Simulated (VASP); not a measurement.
# MnO (Fm-3m) in VASP: further runs, part 2 of 2

VASP 6.6.1.

## Step 3: Single point, PBE+U, collinear spin, antiferromagnetic start

Contents of INCAR:

```
ALGO = Normal
EDIFF = 1E-6
ENCUT = 600
GGA = PE
GGA_COMPAT = False
ISIF = 2
ISMEAR = -1
ISPIN = 2
ISYM = 0
LASPH = True
LCHARG = False
LDAU = True
LDAUJ = 0 0
LDAUL = 2 -1
LDAUPRINT = 1
LDAUTYPE = 2
LDAUU = 3.9 0
LMAXMIX = 4
LORBIT = 11
LREAL = False
LWAVE = False
MAGMOM = 4.5 -4.5 0 0
NBANDS = 31
NELM = 200
PREC = Accurate
SIGMA = 0.05
```

Contents of KPOINTS:

```
k-points
0
Gamma
  7 4 7
```

Contents of POSCAR:

```
MnO
1.0
    0.0000000000      2.2220000000      2.2220000000
    4.4440000000      0.0000000000      4.4440000000
    2.2220000000      2.2220000000      0.0000000000
Mn O
2 2
Direct
    0.0000000000      0.0000000000      0.0000000000
    0.0000000000      0.5000000000      0.0000000000
    0.5000000000      0.2500000000      0.5000000000
    0.5000000000      0.7500000000      0.5000000000
```

Potentials or basis: VASP PAW PBE potentials, release 64 (Mn_pv, O).

Run with:

```bash
$ cat potpaw_PBE.64/Mn_pv/POTCAR potpaw_PBE.64/O/POTCAR > POTCAR
$ mpirun -np 1 vasp_std > vasp.out
```

OUTCAR:

```text
EDIFF = 1E-6
   ENCUT = 600
   GGA = PE
   ISIF = 2
   ISMEAR = -1
   ISPIN = 2
   ISYM = 0
   LASPH = True
   LORBIT = 11
   LREAL = False
   NELM = 200
   PREC = Accurate

 ion  position               nearest neighbor table
   1  0.000  0.000  0.000-   4 2.22   3 2.22   4 2.22   3 2.22   4 2.22   3 2.22   2 3.14   2 3.14
                             2 3.14   2 3.14   2 3.14   2 3.14
   2  0.000  0.500  0.000-   3 2.22   3 2.22   4 2.22   3 2.22   4 2.22   4 2.22   1 3.14   1 3.14
                             1 3.14   1 3.14   1 3.14   1 3.14
   3  0.500  0.250  0.500-   1 2.22   1 2.22   2 2.22   1 2.22   2 2.22   2 2.22
   4  0.500  0.750  0.500-   2 2.22   1 2.22   2 2.22   1 2.22   2 2.22   1 2.22

IMPORTANT INFORMATION: All symmetrisations will be switched off!
NOSYMM: (Re-)initialisation of all symmetry stuff for point group C_1.

----------------------------------------------------------------------------------------

                                     Primitive cell

[... 1884 lines left out ...]

  FORCE on cell =-STRESS in cart. coord.  units (eV):
  Direction    XX          YY          ZZ          XY          YZ          ZX
  --------------------------------------------------------------------------------------
  -------------------------------------------------------------------------------------
  Total        1.3820620      1.3819895      1.3820584      0.3040546      0.3040534     -0.3037778
  in kB       50.4598510     50.4572027     50.4597185     11.1012013     11.1011578    -11.0910957
  external PRESSURE =      50.4589240 kB  Pullay stress =       0.0000000 kB

 VOLUME and BASIS-vectors are now :
 -----------------------------------------------------------------------------
  energy-cutoff  :      600.00
  volume of cell :       43.88
      direct lattice vectors                 reciprocal lattice vectors
     0.000000000  2.222000000  2.222000000    -0.225022502  0.225022502  0.225022502
     4.444000000  0.000000000  4.444000000     0.112511251 -0.112511251  0.112511251
     2.222000000  2.222000000  0.000000000     0.225022502  0.225022502 -0.225022502

 POSITION                                       TOTAL-FORCE (eV/Angst)
 -----------------------------------------------------------------------------------
      0.00000      0.00000      0.00000        -0.000000      0.000000      0.000000
      2.22200      0.00000      2.22200         0.000000      0.000000      0.000000
      2.22200      2.22200      2.22200        -0.000000      0.000000      0.000000
      4.44400      2.22200      4.44400         0.000000     -0.000000     -0.000000
 -----------------------------------------------------------------------------------
    total drift:                               -0.000000      0.000000      0.000001

  FREE ENERGIE OF THE ION-ELECTRON SYSTEM (eV)
  ---------------------------------------------------
  free  energy   TOTEN  =       -31.0751962525 eV

  energy  without entropy=      -31.0751962519  energy(sigma->0) =      -31.07519625

 total charge

# of ion       s       p       d       tot
------------------------------------------
    1        0.205   6.182   4.965  11.352
    2        0.205   6.182   4.965  11.352
    3        1.552   3.454   0.000   5.006
    4        1.552   3.454   0.000   5.006
--------------------------------------------------
tot          3.514  19.272   9.929  32.715

 magnetization (x)

# of ion       s       p       d       tot
------------------------------------------
    1        0.020   0.020   4.525   4.565
    2       -0.020  -0.020  -4.525  -4.565
    3       -0.000   0.000   0.000   0.000
    4       -0.000   0.000   0.000   0.000
--------------------------------------------------
tot         -0.000   0.000  -0.000  -0.000
```

stdout:

```text
POSCAR found type information on POSCAR MnO
 POSCAR found :  2 types and       4 ions
 scaLAPACK will be used
 LDA part: xc-table for (Slater+PW92), standard interpolation
 -----------------------------------------------------------------------------
|                                                                             |
|           W    W    AA    RRRRR   N    N  II  N    N   GGGG   !!!           |
|           W    W   A  A   R    R  NN   N  II  NN   N  G    G  !!!           |
|           W    W  A    A  R    R  N N  N  II  N N  N  G       !!!           |
|           W WW W  AAAAAA  RRRRR   N  N N  II  N  N N  G  GGG   !            |
|           WW  WW  A    A  R   R   N   NN  II  N   NN  G    G                |
|           W    W  A    A  R    R  N    N  II  N    N   GGGG   !!!           |
|                                                                             |
|     Your reciprocal lattice and k-lattice belong to different lattice       |
|     classes:                                                                |
|                                                                             |
|        The reciprocal lattice is rhombohedral (trigonal),                   |
|        whereas your k-lattice is base-centered monoclinic.                  |
|                                                                             |
|     Results are often still useful ...                                      |
|                                                                             |
 -----------------------------------------------------------------------------

 POSCAR, INCAR and KPOINTS ok, starting setup
 FFT: planning ... GRIDC
 FFT: planning ... GRID_SOFT
 FFT: planning ... GRID
 WAVECAR not read
 entering main loop
```

It took 5.5 min on 1 thread of Intel Xeon 6975P-C, shared host; peak memory 0.39 GiB.

Results:

```yaml
Free_energy: -31.0752 eV
Pressure: 5.0 GPa
Band_gap_on_the_k_mesh: 1.79 eV
Net_moment: 0.00 μB per cell
Site_moments: Mn +4.57, -4.57; O +0.00 μB
Valence_electrons_inside_the_program's_atomic_spheres: Mn 11.35; O 5.01
```

Stress tensor (GPa, compression positive):
```
 5.05  1.11 -1.11
 1.11  5.05  1.11
-1.11  1.11  5.05
```

Levels at points of the mesh, in eV from the valence-band top:
Spin up:
| k point | band 17 | band 18 | band 19 | band 20 | band 21 | band 22 |
| --- | --- | --- | --- | --- | --- | --- |
| (0.00, 0.00, 0.00) | -1.74 | -0.59 | -0.59 | 1.79 | 4.66 | 4.78 |
| (0.00, 0.50, 0.00) | -2.11 | 0.00 | 0.00 | 3.92 | 4.15 | 4.72 |
Spin down:
```
           k point  band 15  band 16  band 17  band 18  band 19  band 20  band 21  band 22  band 23  band 24
(0.00, 0.00, 0.00)    -1.74    -1.74    -1.74    -0.59    -0.59     1.79     4.66     4.78     4.78     5.61
(0.00, 0.50, 0.00)    -2.40    -2.40    -2.11     0.00     0.00     3.92     4.15     4.72     4.72     4.95
```

Eigenvalues of the final occupation matrices:
```tsv
site	spin	trace	eigenvalues
site 1 d	1	4.76	0.94 0.94 0.94 0.98 0.98
site 1 d	2	0.22	0.02 0.02 0.02 0.08 0.08
site 2 d	1	0.22	0.02 0.02 0.02 0.08 0.08
site 2 d	2	4.76	0.94 0.94 0.94 0.98 0.98
```

A k mesh can miss the band edges. The state reached can hang on the start; a lower one may exist.

## Step 4: Single point, PBE+U, collinear spin, antiferromagnetic start

Contents of INCAR:

```
SYSTEM = MnO
ALGO = Normal
EDIFF = 1E-6
ENCUT = 600
GGA = PE
GGA_COMPAT = .False.
ISIF = 2
ISMEAR = -1
ISPIN = 2
ISYM = 0
LASPH = .True.
LCHARG = .False.
LDAU = .True.
LDAUJ = 0 0
LDAUL = 2 -1
LDAUPRINT = 1
LDAUTYPE = 2
LDAUU = 3.9 0
LMAXMIX = 4
LORBIT = 11
LREAL = .False.
LWAVE = .False.
MAGMOM = 2.93 -2.93 0 0
NBANDS = 31
NELM = 200
PREC = Accurate
SIGMA = 0.05
```

Contents of KPOINTS:

```
k-points
0
Gamma
  7 4 7
  0 0 0
```

POSCAR is that of step 3.

Run with:

```bash
$ cat potpaw_PBE.64/Mn_pv/POTCAR potpaw_PBE.64/O/POTCAR > POTCAR
$ mpirun -np 1 vasp_std > vasp.out
```

Wall time 5.5 min (1 thread of Intel Xeon 6975P-C, shared host); peak memory 0.38 GiB.

The run converged. Its results:

| Property | Result |
| --- | --- |
| Free energy | -31.0752 eV |
| Pressure | 5.0 GPa |
| Band gap on the k mesh | 1.79 eV |
| Net moment | 0.00 μB per cell |
| Site moments | Mn +4.57, -4.57; O +0.00 μB |
| Valence electrons inside the program's atomic spheres | Mn 11.35; O 5.01 |

Stress tensor (GPa, compression positive):
```
 5.03  1.11 -1.11
 1.11  5.03  1.11
-1.11  1.11  5.03
```

Levels at points of the mesh, in eV from the valence-band top:
Spin up:
```tsv
k point	band 15	band 16	band 17	band 18	band 19	band 20	band 21	band 22	band 23	band 24
(0.00, 0.00, 0.00)	-1.74	-1.74	-1.74	-0.59	-0.59	1.79	4.66	4.78	4.78	5.61
(0.00, 0.50, 0.00)	-2.40	-2.40	-2.11	0.00	0.00	3.92	4.15	4.72	4.72	4.95
```
Spin down:
| k point | band 16 | band 17 | band 18 | band 19 | band 20 | band 21 | band 22 | band 23 |
| --- | --- | --- | --- | --- | --- | --- | --- | --- |
| (0.00, 0.00, 0.00) | -1.74 | -1.74 | -0.59 | -0.59 | 1.79 | 4.66 | 4.78 | 4.78 |
| (0.00, 0.50, 0.00) | -2.40 | -2.11 | 0.00 | 0.00 | 3.92 | 4.15 | 4.72 | 4.72 |

Eigenvalues of the final occupation matrices:
| site | spin | trace | eigenvalues |
| --- | --- | --- | --- |
| site 1 d | 1 | 4.76 | 0.94 0.94 0.94 0.98 0.98 |
| site 1 d | 2 | 0.23 | 0.02 0.02 0.02 0.08 0.08 |
| site 2 d | 1 | 0.23 | 0.02 0.02 0.02 0.08 0.08 |
| site 2 d | 2 | 4.76 | 0.94 0.94 0.94 0.98 0.98 |
